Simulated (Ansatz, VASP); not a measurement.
Ba3AlP in VASP and in Ansatz

INCAR

```
SYSTEM = Ba3AlP
PREC = Accurate
ENCUT = 520
EDIFF = 1E-6
ISMEAR = 0
SIGMA = 0.1
LREAL = .FALSE.
LASPH = .TRUE.
NELM = 100
ALGO = Normal
ISIF = 2
LWAVE = .FALSE.
LCHARG = .FALSE.
GGA = PE
NBANDS = 27
```

The input KPOINTS:

```
Automatic mesh
0
G
  4 4 4
  0 0 0
```

The input POSCAR:

```
Ba3AlP
1.0
    5.5454416200      0.0000000000      0.0000000000
    0.0000000000      5.5454416200      0.0000000000
    0.0000000000      0.0000000000      5.5454416200
Ba Al P
3 1 1
Direct
    0.5000000000      0.5000000000      0.0000000000
    0.5000000000      0.0000000000      0.5000000000
    0.0000000000      0.5000000000      0.5000000000
    0.0000000000      0.0000000000      0.0000000000
    0.5000000000      0.5000000000      0.5000000000
```

Input for Ansatz:

```yaml
crystal:
  lattice:
    - [5.54544162, 0.0, 0.0]
    - [0.0, 5.54544162, 0.0]
    - [0.0, 0.0, 5.54544162]
  atoms:
    - { symbol: Ba, position: [0.5, 0.5, 0.0] }
    - { symbol: Ba, position: [0.5, 0.0, 0.5] }
    - { symbol: Ba, position: [0.0, 0.5, 0.5] }
    - { symbol: Al, position: [0.0, 0.0, 0.0] }
    - { symbol: P, position: [0.5, 0.5, 0.5] }
basis:
  ecutwfc: 420
kpoints:
  mp_grid: { grid: [4, 4, 4] }
hamiltonian:
  xc: pbe
scf:
  occupations: { method: gaussian, width: 0.1 }
  lower_state_search: "off"
output:
  forces: true
  stress: true
  eigenvalues: true
```

Change from the starting cell: species swapped into the La3AlC type (Pm-3m, No. 221).

Alike in both runs: task single point; functional PBE; k mesh 4 × 4 × 4; occupations gaussian, width 0.1 eV; no spin polarisation.

```csv
,VASP,Ansatz
version,VASP 6.6.1,Ansatz 0.2.0
potentials or method,"VASP PAW PBE potentials, release 64 (Ba_sv, Al, P), cutoff 520 eV","scalar-relativistic, plane waves, PAW"
valence electrons in the cell,38,38
```

```csv
,VASP,Ansatz,Ansatz less VASP
gap on the k mesh at the Fermi level (eV),none,none,-
pressure (GPa),12.6,11.9,-0.74
```

A gap of «none» marks a metal or a gap that the smearing closes. With one functional, cell and mesh, what is left measures potentials, basis and numerics.

Neither program's run includes spin-orbit coupling.
